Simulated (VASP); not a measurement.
A run of VASP 6.6.1:

Contents of INCAR:

```
SYSTEM = Pb
ALGO = Normal
EDIFF = 1E-7
ENCUT = 520
GGA = RP
ISIF = 2
ISMEAR = -1
LASPH = .True.
LCHARG = .False.
LREAL = .False.
LWAVE = .False.
NBANDS = 21
NELM = 60
PREC = Accurate
SIGMA = 0.1
```

File KPOINTS:

```
k-points
0
Gamma
  11 11 6
  0 0 0
```

Contents of POSCAR:

```
Pb
1.0
    3.6961698852      0.0000000000      0.0000000000
   -1.8480849426      3.2009770173      0.0000000000
    0.0000000000      0.0000000000      6.0593888084
Pb
2
Direct
    0.3333333333      0.6666666667      0.2500000000
    0.6666666667      0.3333333333      0.7500000000
```

Potentials or basis: VASP PAW PBE potentials, release 64 (Pb_d).

Launch:

```console
$ cat potpaw_PBE.64/Pb_d/POTCAR > POTCAR
$ mpirun -np 1 vasp_std > vasp.out
```

Hardware: 1 thread of Intel(R) Xeon(R) 6975P-C (Granite Rapids), on a shared host.

Q: How long does it take, and how much memory?

A: Wall time 49 s on 1 thread of Intel(R) Xeon(R) 6975P-C (Granite Rapids), with other jobs on the host, peak memory 0.22 GiB. Counts: scf iterations 13, k points 64.
